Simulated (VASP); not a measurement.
# TlCl (Pm-3m) in VASP: notebook

The runs below take TlCl through single point, with PBE+D3(BJ).

Program: VASP 6.6.1. These are calculated values, not measurements. Logs are shortened: lines on timing, memory, paths and dates and some standing lists are left out, and cuts for length are marked.

## Step 1: The cell of the first run

The structure is cubic, space group Pm-3m (No. 221). The conventional cell has a = 3.754 Å, b = 3.754 Å, c = 3.754 Å, α = 90.00°, β = 90.00°, γ = 90.00°. Within 4.3 Å of Tl (site symmetry m-3m) lie 8 Cl at 3.25 Å and 6 Tl at 3.75 Å. Within 4.3 Å of Cl (site symmetry m-3m) lie 8 Tl at 3.25 Å and 6 Cl at 3.75 Å.

## Step 2: Single point, PBE+D3(BJ) (26.46 Å³/atom)

File INCAR:

```
ALGO = Normal
EDIFF = 1E-6
ENCUT = 500
GGA = PE
GGA_COMPAT = False
ISIF = 2
ISMEAR = 0
IVDW = 12
LASPH = True
LCHARG = True
LELF = True
LREAL = False
LVHAR = True
LWAVE = False
NBANDS = 17
NELM = 120
PREC = Accurate
SIGMA = 0.02
```

File KPOINTS:

```
k-points
0
Gamma
  8 8 8
```

File POSCAR:

```
TlCl
1.0
    3.7542496493      0.0000000000      0.0000000000
    0.0000000000      3.7542496493      0.0000000000
    0.0000000000      0.0000000000      3.7542496493
Tl Cl
1 1
Direct
    0.0000000000      0.0000000000      0.0000000000
    0.5000000000      0.5000000000      0.5000000000
```

Potentials or basis: VASP PAW PBE potentials, release 64 (Tl_d, Cl).

The run is started by

```console
> cat potpaw_PBE.64/Tl_d/POTCAR potpaw_PBE.64/Cl/POTCAR > POTCAR
> mpirun -np 1 vasp_std > vasp.out
```

OUTCAR:

```text
EDIFF = 1E-6
   ENCUT = 500
   GGA = PE
   ISIF = 2
   ISMEAR = 0
   IVDW = 12
   LASPH = True
   LREAL = False
   NELM = 120
   PREC = Accurate
 IVDW          = 12

 ion  position               nearest neighbor table
   1  0.000  0.000  0.000-   2 3.25   2 3.25   2 3.25   2 3.25   2 3.25   2 3.25   2 3.25   2 3.25

   2  0.500  0.500  0.500-   1 3.25   1 3.25   1 3.25   1 3.25   1 3.25   1 3.25   1 3.25   1 3.25

  LATTYP: Found a simple cubic cell.
 ALAT       =     3.7542496493

  Lattice vectors:

 A1 = (   3.7542496493,   0.0000000000,   0.0000000000)
 A2 = (   0.0000000000,   3.7542496493,   0.0000000000)
 A3 = (   0.0000000000,   0.0000000000,   3.7542496493)

Analysis of symmetry for initial positions (statically):
=====================================================================
 Subroutine PRICEL returns:
 Original cell was already a primitive cell.

 Routine SETGRP: Setting up the symmetry group for a
 simple cubic supercell.

 Subroutine GETGRP returns: Found 48 space group operations
 (whereof 48 operations were pure point group operations)
 out of a pool of 48 trial point group operations.

The static configuration has the point symmetry O_h .

Analysis of symmetry for dynamics (positions and initial velocities):
=====================================================================
 Subroutine PRICEL returns:
 Original cell was already a primitive cell.

 Routine SETGRP: Setting up the symmetry group for a
 simple cubic supercell.

 Subroutine GETGRP returns: Found 48 space group operations
 (whereof 48 operations were pure point group operations)
 out of a pool of 48 trial point group operations.

The dynamic configuration has the point symmetry O_h .

 Subroutine INISYM returns: Found 48 space group operations
 (whereof 48 operations are pure point group operations),
 and found     1 'primitive' translations

----------------------------------------------------------------------------------------

                                     Primitive cell

  volume of cell :      52.9139

  direct lattice vectors                    reciprocal lattice vectors
     3.754249649  0.000000000  0.000000000     0.266364811  0.000000000  0.000000000
     0.000000000  3.754249649  0.000000000     0.000000000  0.266364811  0.000000000
     0.000000000  0.000000000  3.754249649     0.000000000  0.000000000  0.266364811

  length of vectors
     3.754249649  3.754249649  3.754249649     0.266364811  0.266364811  0.266364811

  position of ions in fractional coordinates (direct lattice)
     0.000000000  0.000000000  0.000000000
     0.500000000  0.500000000  0.500000000

  ion indices of the primitive-cell ions
   primitive index   ion index
                 1           1
                 2           2

----------------------------------------------------------------------------------------

 KPOINTS: k-points

Automatic generation of k-mesh.
 Grid dimensions read from file:
 generate k-points for:    8    8    8

 Generating k-lattice:

  Cartesian coordinates                     Fractional coordinates (reciprocal lattice)
     0.033295601  0.000000000  0.000000000     0.125000000  0.000000000  0.000000000
     0.000000000  0.033295601  0.000000000     0.000000000  0.125000000  0.000000000
     0.000000000  0.000000000  0.033295601     0.000000000  0.000000000  0.125000000

  Length of vectors
     0.033295601  0.033295601  0.033295601

  Shift w.r.t. Gamma in fractional coordinates (k-lattice)
     0.000000000  0.000000000  0.000000000

 Subroutine IBZKPT returns following result:
 ===========================================

 Found     35 irreducible k-points:

 Following reciprocal coordinates:
            Coordinates               Weight
  0.000000  0.000000  0.000000      1.000000
  0.125000  0.000000  0.000000      6.000000
  0.250000  0.000000  0.000000      6.000000
  0.375000  0.000000  0.000000      6.000000
  0.500000  0.000000  0.000000      3.000000
  0.125000  0.125000  0.000000     12.000000
[... 16 lines left out ...]
  0.375000  0.375000  0.125000     24.000000
  0.500000  0.375000  0.125000     24.000000
 [... further k-points ...]
   k-points           NKPTS =     35   k-points in BZ     NKDIM =     35   number of bands    NBANDS=     17
   number of dos      NEDOS =    301   number of ions     NIONS =      2
   total plane-waves  NPLWV =  21952
   dimension x,y,z NGX =    28 NGY =   28 NGZ =   28
   dimension x,y,z NGXF=    56 NGYF=   56 NGZF=   56
   ions per type =               1   1
   NGX,Y,Z   is equivalent  to a cutoff of  12.40, 12.40, 12.40 a.u.
   NGXF,Y,Z  is equivalent  to a cutoff of  24.80, 24.80, 24.80 a.u.
 SYSTEM =  unknown system
   PREC   = accura    normal or accurate (medium, high low for compatibility)
   ISTART =      0    job   : 0-new  1-cont  2-samecut
   ICHARG =      2    charge: 1-file 2-atom 10-const
   ISPIN  =      1    spin polarized calculation?
   LNONCOLLINEAR =      F non collinear calculations
   LSORBIT =      F    spin-orbit coupling
   LASPH  =      T    aspherical Exc in radial PAW
   ENCUT  =  500.0 eV  36.75 Ry    6.06 a.u.   6.84  6.84  6.84*2*pi/ulx,y,z
   NELM   =    120;   NELMIN=  2; NELMDL= -5     # of ELM steps
   EDIFF  = 0.1E-05   stopping-criterion for ELM
   LREAL  =      F    real-space projection
[... 7 lines left out ...]
   TEBEG  =    0.0;   TEEND  =   0.0 temperature during run
   PSTRESS=    0.0 pullay stress
   NELECT =      20.0000    total number of electrons
   NUPDOWN=      -1.0000    fix difference up-down
   EMIN   =  10.00;   EMAX   =-10.00  energy-range for DOS
   EFERMI =   0.00;   METHOD = LEGACY
   ISMEAR =     0;   SIGMA  =   0.02  broadening in eV -4-tet -1-fermi 0-gaus
   EFERMI_NEDOS =   21; number of points for ismear=-14 and -15
   IALGO  =     38    algorithm
   IMIX   =      4    mixing-type and parameters
     AMIX     =   0.40;   BMIX     =  1.00
     AMIX_MAG =   1.60;   BMIX_MAG =  1.00
  volume/ion in A,a.u.               =      26.46       178.54
  Fermi-wavevector in a.u.,A,eV,Ry     =   1.183664  2.236800 19.062577  1.401060
  Thomas-Fermi vector in A             =   2.319894
   LORBIT       =      0    0 simple, 1 ext, 2 COOP (PROOUT), +10 PAW based schemes
   GGA     = PE    functional components
   LHFCALC =     F    Hartree Fock is set to
   AEXX    =    0.0000 exact exchange contribution
   IVDW    =    12    specifies the selected vdW correction
   LEPSILON=     F    determine dielectric tensor
   LRPA    =     F    only Hartree local field effects (RPA)
 non-spin polarized calculation
 Gauss-broadening in eV      SIGMA  =   0.02
  energy-cutoff  :      500.00
  volume of cell :       52.91
 maximum number of plane-waves:      1376
 NGX is ok and might be reduce to    28
   NGX = 13   NGY = 13   NGZ = 13

 number of electron      20.0000009 magnetization

 Free energy of the ion-electron system (eV)
  ---------------------------------------------------
  ext. energy  EPLUGINS =         0.00000000
  ---------------------------------------------------
  free energy    TOTEN  =        -5.95573186 eV

  energy without entropy =       -5.95573186  energy(sigma->0) =       -5.95573186

 E-fermi :   3.5613     XC(G=0):  -9.4496

 val. band max:        3.4643016068   @ k =   0.5000   0.0000   0.0000
 cond. band min:       5.3773723337   @ k =   0.5000   0.0000   0.0000
 fundamental gap:      1.9130707269
 Fermi energy:         3.5612738822

 k-point     1 :       0.0000    0.0000    0.0000
  band No.  band energies     occupation
      1     -10.7416      2.00000
      2      -6.6317      2.00000
      3      -6.6317      2.00000
      4      -6.3387      2.00000
      5      -6.3387      2.00000
      6      -6.3387      2.00000
[... 9 lines left out ...]
     16      16.6542      0.00000
     17      17.6875      0.00000

 k-point     2 :       0.1250    0.0000    0.0000
  band No.  band energies     occupation
      1     -10.6994      2.00000
      2      -6.6290      2.00000
      3      -6.6012      2.00000
      4      -6.3539      2.00000
      5      -6.3539      2.00000
      6      -6.3374      2.00000
[... 9 lines left out ...]
     16      17.5288      0.00000
     17      17.5997      0.00000

 k-point     3 :       0.2500    0.0000    0.0000
  band No.  band energies     occupation
      1     -10.5936      2.00000
      2      -6.6223      2.00000
      3      -6.5302      2.00000
      4      -6.3902      2.00000
      5      -6.3902      2.00000
      6      -6.3340      2.00000
[... 9 lines left out ...]
     16      16.7752      0.00000
     17      17.6412      0.00000

 k-point     4 :       0.3750    0.0000    0.0000
  band No.  band energies     occupation
      1     -10.4816      2.00000
      2      -6.6157      2.00000
      3      -6.4644      2.00000
      4      -6.4259      2.00000
      5      -6.4259      2.00000
      6      -6.3307      2.00000
[... 9 lines left out ...]
     16      16.0104      0.00000
     17      17.5774      0.00000
[... 343 lines left out ...]
      1     -10.3465      2.00000
      2      -6.5162      2.00000
      3      -6.4657      2.00000
      4      -6.3914      2.00000
      5      -6.3827      2.00000
      6      -6.3517      2.00000
[... 9 lines left out ...]
     16      15.4830      0.00000
     17      17.8590      0.00000

 k-point    23 :       0.3750    0.3750    0.1250
  band No.  band energies     occupation
      1     -10.3214      2.00000
      2      -6.4956      2.00000
      3      -6.4461      2.00000
      4      -6.4239      2.00000
      5      -6.3749      2.00000
      6      -6.3161      2.00000
[... 9 lines left out ...]
     16      15.2587      0.00000
     17      17.2003      0.00000

 k-point    24 :       0.5000    0.3750    0.1250
  band No.  band energies     occupation
      1     -10.2970      2.00000
      2      -6.4872      2.00000
      3      -6.4509      2.00000
      4      -6.4221      2.00000
      5      -6.3806      2.00000
      6      -6.2855      2.00000
[... 9 lines left out ...]
     16      15.1396      0.00000
     17      17.6843      0.00000

 [... further k-points ...]

------------------------ aborting loop because EDIFF is reached ----------------------------------------

 Edisp (eV)   -0.53958

 E8    (eV) :    -0.2458

  FORCE on cell =-STRESS in cart. coord.  units (eV):
  Direction    XX          YY          ZZ          XY          YZ          ZX
  --------------------------------------------------------------------------------------
  -------------------------------------------------------------------------------------
  Total       0.57154     0.57154     0.57154    -0.00000    -0.00000    -0.00000
  in kB      17.30553    17.30553    17.30553    -0.00000    -0.00000    -0.00000
  external pressure =       17.31 kB  Pullay stress =        0.00 kB

 VOLUME and BASIS-vectors are now :
 -----------------------------------------------------------------------------
  energy-cutoff  :      500.00
  volume of cell :       52.91
      direct lattice vectors                 reciprocal lattice vectors
     3.754249649  0.000000000  0.000000000     0.266364811  0.000000000  0.000000000
     0.000000000  3.754249649  0.000000000     0.000000000  0.266364811  0.000000000
     0.000000000  0.000000000  3.754249649     0.000000000  0.000000000  0.266364811

 POSITION                                       TOTAL-FORCE (eV/Angst)
 -----------------------------------------------------------------------------------
      0.00000      0.00000      0.00000         0.000000      0.000000      0.000000
      1.87712      1.87712      1.87712         0.000000      0.000000      0.000000
 -----------------------------------------------------------------------------------
    total drift:                               -0.000000      0.000000      0.000000

  FREE ENERGIE OF THE ION-ELECTRON SYSTEM (eV)
  ---------------------------------------------------
  free  energy   TOTEN  =        -6.4953167854 eV

  energy  without entropy=       -6.4953167854  energy(sigma->0) =       -6.49531679
```

Wall time 37 s (1 thread of Intel Xeon 8259CL, shared host); peak memory 0.18 GiB.

Results:

```yaml
Free_energy: -6.4953 eV
Pressure: 1.7 GPa
Band_gap_on_the_k_mesh: 1.91 eV
Dispersion_energy_per_atom: -0.270 eV
```

Caveat: spin-orbit coupling is left out, which moves the levels of the heavy elements.

## Step 3: Single point, PBE+D3(BJ) (27.36 Å³/atom)

This run uses another cell than the first one, of 27.36 Å³/atom.

File INCAR:

```
SYSTEM = TlCl
ALGO = Normal
EDIFF = 1E-6
ENCUT = 500
GGA = PE
GGA_COMPAT = .False.
ISIF = 2
ISMEAR = 0
IVDW = 12
LASPH = .True.
LCHARG = .True.
LELF = .True.
LREAL = .False.
LVHAR = .True.
LWAVE = .False.
NBANDS = 17
NELM = 120
PREC = Accurate
SIGMA = 0.02
```

File KPOINTS:

```
k-points
0
Gamma
  8 8 8
  0 0 0
```

File POSCAR:

```
TlCl
1.0
    3.7964357606      0.0000000000      0.0000000000
    0.0000000000      3.7964357606      0.0000000000
    0.0000000000      0.0000000000      3.7964357606
Tl Cl
1 1
Direct
    0.0000000000      0.0000000000      0.0000000000
    0.5000000000      0.5000000000      0.5000000000
```

Potentials or basis: VASP PAW PBE potentials, release 64 (Tl_d, Cl).

The run is started by

```console
> cat potpaw_PBE.64/Tl_d/POTCAR potpaw_PBE.64/Cl/POTCAR > POTCAR
> mpirun -np 1 vasp_std > vasp.out
```

Wall time 29 s (1 thread of Intel Xeon 8259CL, shared host); peak memory 0.18 GiB.

Results (log left out):

```yaml
Free_energy: -6.5095 eV
Pressure: 0.7 GPa
Band_gap_on_the_k_mesh: 2.01 eV
Dispersion_energy_per_atom: -0.261 eV
```

Levels at points of the mesh, in eV from the valence-band top:
| k point | band 8 | band 9 | band 10 | band 11 | band 12 | band 13 |
| --- | --- | --- | --- | --- | --- | --- |
| (0.00, 0.00, 0.00) | -1.67 | -1.67 | -1.67 | 7.76 | 7.76 | 7.93 |
| (0.50, 0.00, 0.00) | -1.21 | -1.21 | 0.00 | 2.01 | 6.57 | 6.57 |
| (0.50, 0.50, 0.00) | -3.20 | -3.20 | -1.17 | 4.91 | 4.91 | 8.42 |
| (0.50, 0.50, 0.50) | -2.17 | -2.17 | -2.13 | 2.42 | 2.42 | 2.42 |

Caveat: spin-orbit coupling is left out, which moves the levels of the heavy elements. A k mesh can miss the band edges.

## Step 4: Single point, PBE+D3(BJ) (28.26 Å³/atom)

This run uses another cell than the first one, of 28.26 Å³/atom.

Changes to INCAR since step 3:

```diff
@@ -10,6 +10,4 @@
 LASPH = .True.
-LCHARG = .True.
-LELF = .True.
+LCHARG = .False.
 LREAL = .False.
-LVHAR = .True.
 LWAVE = .False.
```

KPOINTS is that of step 3.

File POSCAR:

```
TlCl
1.0
    3.8377045999      0.0000000000      0.0000000000
    0.0000000000      3.8377045999      0.0000000000
    0.0000000000      0.0000000000      3.8377045999
Tl Cl
1 1
Direct
    0.0000000000      0.0000000000      0.0000000000
    0.5000000000      0.5000000000      0.5000000000
```

The run is started by

```console
> cat potpaw_PBE.64/Tl_d/POTCAR potpaw_PBE.64/Cl/POTCAR > POTCAR
> mpirun -np 1 vasp_std > vasp.out
```

Run time: 28 s. Hardware: 1 thread of Intel Xeon 8259CL, shared host; peak memory 0.18 GiB.

It converged, with:

```yaml
Free_energy: -6.5151 eV
Pressure: 0.4 GPa
Band_gap_on_the_k_mesh: 2.09 eV
Dispersion_energy_per_atom: -0.255 eV
```

Levels at points of the mesh, in eV from the valence-band top:
| k point | band 8 | band 9 | band 10 | band 11 | band 12 | band 13 |
| --- | --- | --- | --- | --- | --- | --- |
| (0.00, 0.00, 0.00) | -1.51 | -1.51 | -1.51 | 7.81 | 7.81 | 7.81 |
| (0.50, 0.00, 0.00) | -1.09 | -1.09 | 0.00 | 2.09 | 6.57 | 6.57 |
| (0.50, 0.50, 0.00) | -2.97 | -2.97 | -1.04 | 4.89 | 4.89 | 8.44 |
| (0.50, 0.50, 0.50) | -2.00 | -2.00 | -2.00 | 2.55 | 2.55 | 2.55 |

Caveat: spin-orbit coupling is left out, which moves the levels of the heavy elements.

## Step 5: Single point, PBE+D3(BJ) (29.16 Å³/atom)

This run uses another cell than the first one, of 29.16 Å³/atom.

File INCAR:

```
SYSTEM = TlCl
ALGO = Normal
EDIFF = 1E-6
ENCUT = 500
GGA = PE
GGA_COMPAT = .FALSE.
ISIF = 2
ISMEAR = 0
IVDW = 12
LASPH = .TRUE.
LCHARG = .FALSE.
LREAL = .FALSE.
LWAVE = .FALSE.
NBANDS = 17
NELM = 120
PREC = Accurate
SIGMA = 0.02
```

File KPOINTS:

```
k-points
0
G
  8 8 8
  0 0 0
```

File POSCAR:

```
TlCl
1.0
    3.8781044593      0.0000000000      0.0000000000
    0.0000000000      3.8781044593      0.0000000000
    0.0000000000      0.0000000000      3.8781044593
Tl Cl
1 1
Direct
    0.0000000000      0.0000000000      0.0000000000
    0.5000000000      0.5000000000      0.5000000000
```

The run is started by

```console
> cat potpaw_PBE.64/Tl_d/POTCAR potpaw_PBE.64/Cl/POTCAR > POTCAR
> mpirun -np 1 vasp_std > vasp.out
```

It took 34 s on 1 thread of Intel Xeon 8259CL, shared host; peak memory 0.18 GiB.

Results (log left out):

```
Free energy                : -6.5317 eV
Pressure                   : 2.5 GPa
Band gap on the k mesh     : 2.17 eV
Dispersion energy per atom : -0.259 eV
```

Levels at points of the mesh, in eV from the valence-band top:
```csv
k point,band 7,band 8,band 9,band 10,band 11,band 12,band 13,band 14
"(0.00, 0.00, 0.00)",-4.47,-1.37,-1.37,-1.37,7.69,7.69,7.69,7.93
"(0.50, 0.00, 0.00)",-5.24,-0.97,-0.97,0.00,2.17,6.56,6.56,8.92
"(0.50, 0.50, 0.00)",-3.31,-2.75,-2.75,-0.92,4.86,4.86,8.33,8.45
"(0.50, 0.50, 0.50)",-2.20,-1.85,-1.85,-1.85,2.67,2.67,2.67,12.67
```

Caveat: spin-orbit coupling is left out, which moves the levels of the heavy elements.

## Step 6: Summary

```csv
cell,gap on the mesh (eV),pressure (GPa)
"a = 3.754 Å, 2 atoms",1.91,1.7
"a = 3.796 Å, 2 atoms",2.01,0.7
"a = 3.838 Å, 2 atoms",2.09,0.4
"a = 3.878 Å, 2 atoms",2.17,2.5
```

Alike in all rows: task single point; level PBE+D3(BJ); potentials or basis VASP PAW PBE potentials, release 64 (Tl_d, Cl); no spin polarisation; k mesh 8 × 8 × 8; cutoff (eV) 500; smearing gaussian 0.02 eV.

Caveats: spin-orbit coupling is left out, which moves the levels of the heavy elements.

Total energies depend on the potentials used, so only differences within one code and one set of settings carry meaning.
